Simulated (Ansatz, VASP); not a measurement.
## Two plane-wave programs on Hf2NbN2

INCAR

```
PREC = Accurate ; ENCUT = 520
EDIFF = 1E-6 ; ISMEAR = 0
SIGMA = 0.1 ; LREAL = F
LASPH = T ; NELM = 150
ALGO = Normal ; ISIF = 2
LWAVE = F ; LCHARG = F
ISPIN = 2 ; MAGMOM = 0.15 0.04 0.15 0 0
LORBIT = 11 ; LMAXMIX = 4
GGA = PE ; NBANDS = 34
```

File KPOINTS:

```
regular mesh
0
Gamma
  6 6 4
```

File POSCAR:

```
Hf2NbN2
1.0
    4.1700925900      0.0000000000      0.0000000000
   -2.0850462900      3.6114061200      0.0000000000
    0.0000000000      0.0000000000      5.0022527600
Hf Nb N
2 1 2
Direct
    0.0000000000      0.0000000000      0.5000000000
    0.3333333300      0.6666666700      0.5000000000
    0.0000000000      0.0000000000      0.0000000000
    0.3333333300      0.6666666700      0.8204195300
    0.3333333300      0.6666666700      0.1795804700
```

Input for Ansatz:

```yaml
crystal:
  lattice:
    - [4.17009259, 0.0, 0.0]
    - [-2.08504629, 3.61140612, 0.0]
    - [0.0, 0.0, 5.00225276]
  atoms:
    - { symbol: Hf, position: [0.0, 0.0, 0.5] }
    - { symbol: Hf, position: [0.33333333, 0.66666667, 0.5] }
    - { symbol: Nb, position: [0.0, 0.0, 0.0] }
    - { symbol: "N", position: [0.33333333, 0.66666667, 0.82041953] }
    - { symbol: "N", position: [0.33333333, 0.66666667, 0.17958047] }
basis:
  ecutwfc: 420
kpoints:
  mp_grid: { grid: [6, 6, 4] }
hamiltonian:
  xc: pbe
scf:
  occupations: { method: gaussian, width: 0.1 }
  lower_state_search: "off"
output:
  forces: true
  stress: true
  eigenvalues: true
  populations: true
magnetization:
  spin_polarized: true
```

Alike in both runs: task single point; functional PBE; k mesh 6 × 6 × 4; occupations gaussian, width 0.1 eV; collinear spin.

|  | VASP | Ansatz |
| --- | --- | --- |
| version | VASP 6.6.1 | Ansatz 0.2.0 |
| potentials or method | VASP PAW PBE potentials, release 64 (Hf_pv, Nb_sv, N), cutoff 520 eV | scalar-relativistic, plane waves, PAW |
| valence electrons in the cell | 43 | 75 |

Ansatz gave:

```
gap on the k mesh at the Fermi level (eV)                     : none
rms of the force components (eV/Å)                            : 6.744
net moment per atom (μB)                                      : 0.15
size of the moment on the site where the two differ most (μB) : 0.03
```

Q: Which values does VASP return?

A: gap on the k mesh at the Fermi level (eV): none; rms of the force components (eV/Å): 7.462; net moment per atom (μB): 0.15; size of the moment on the site where the two differ most (μB): 0.21.

Site moments also hang on the region over which each program counts them. Atom by atom the forces differ by 0.718 eV/Å (rms over components). A gap of «none» marks a metal or a gap that the smearing closes. VASP's potentials hold 43 valence electrons a cell and Ansatz's 75, so a difference there can come from the potentials and not from the codes. Ansatz's warnings: no starting moments.

Spin-orbit coupling is off throughout.
